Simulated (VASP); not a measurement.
Input of a VASP 6.6.1 run:

Contents of INCAR:

```
PREC = Accurate
ENCUT = 520
EDIFF = 1E-7
ISMEAR = -1
SIGMA = 0.05
LREAL = False
LASPH = True
NELM = 80
ALGO = Normal
ISIF = 2
LWAVE = False
LCHARG = True
GGA = PE
LELF = True
LVHAR = True
NBANDS = 12
```

KPOINTS

```
regular mesh
0
Gamma
  9 9 5
```

POSCAR

```
Sb
1.0
    3.4448970939      0.0000000000      0.0000000000
   -1.7224485469      2.9833683967      0.0000000000
    0.0000000000      0.0000000000      5.3241689240
Sb
2
Direct
    0.6666666667      0.3333333333      0.7500000000
    0.3333333333      0.6666666667      0.2500000000
```

Potentials or basis: VASP PAW PBE potentials, release 64 (Sb).

The run is started by

```console
$ cat potpaw_PBE.64/Sb/POTCAR > POTCAR
$ mpirun -np 1 vasp_std > vasp.out
```

(1) What does it give for the band gap on the k mesh?

(2) Predict the pressure.

Answers

(1) zero (band 5 reaches 11.82 eV, above the bottom of band 6 at 5.74 eV).

(2) -0.1 GPa.

Caveat: spin-orbit coupling is left out, which moves the levels of the heavy elements.
